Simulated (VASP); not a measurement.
Write the native input for VASP 6.6.1 that does the following.

- Task: single point
- Functional: PBEsol
- Potentials or basis: VASP PAW PBE potentials, release 64 (Ta_pv, C)
- Cutoff: 520 eV
- k mesh: 8 × 8 × 8
- Occupations: gaussian, width 0.1 eV
- Spin: no spin polarisation
- Dipole correction: no
- Further INCAR settings: ALGO = Normal; EDIFF = 1e-07; NBANDS = 37

The structure of Ta4C3 lies in POSCAR:

```
Ta4C3
1.0
    4.3581284357      0.0000000000      0.0000000000
    0.0000000000      4.3581284357      0.0000000000
    0.0000000000      0.0000000000      4.3581284357
Ta C
4 3
Direct
    0.0000000000      0.5000000000      0.5000000000
    0.5000000000      0.0000000000      0.5000000000
    0.5000000000      0.5000000000      0.0000000000
    0.0000000000      0.0000000000      0.0000000000
    0.5000000000      0.0000000000      0.0000000000
    0.0000000000      0.5000000000      0.0000000000
    0.0000000000      0.0000000000      0.5000000000
```

This cell differs from its parent crystal: volume scaled by 0.97.

These files were run (other wordings do the same):

INCAR

```
SYSTEM = Ta4C3
PREC = Accurate ; ENCUT = 520
EDIFF = 1E-7 ; ISMEAR = 0
SIGMA = 0.1 ; LREAL = .False.
LASPH = .True. ; NELM = 60
ALGO = Normal ; ISIF = 2
LWAVE = .False. ; LCHARG = .False.
GGA = PS ; NBANDS = 37
```

KPOINTS

```
Automatic mesh
0
Gamma
  8 8 8
  0 0 0
```

Potentials or basis: VASP PAW PBE potentials, release 64 (Ta_pv, C).

Command:

```console
$ cat potpaw_PBE.64/Ta_pv/POTCAR potpaw_PBE.64/C/POTCAR > POTCAR
$ mpirun -np 1 vasp_std > vasp.out
```

Results of the run:

The pressure is 10.9 GPa. The band gap on the k mesh is zero (band 28 reaches 7.75 eV, above the bottom of band 29 at 6.69 eV).

Caveat: the PAW data sets were made with another functional, which shifts forces and pressure a little; spin-orbit coupling is left out, which moves the levels of the heavy elements.

It took 120 s on 1 thread of AMD EPYC 7R43 64-Core Processor (Zen 3), on a shared host, peak memory 0.18 GiB.
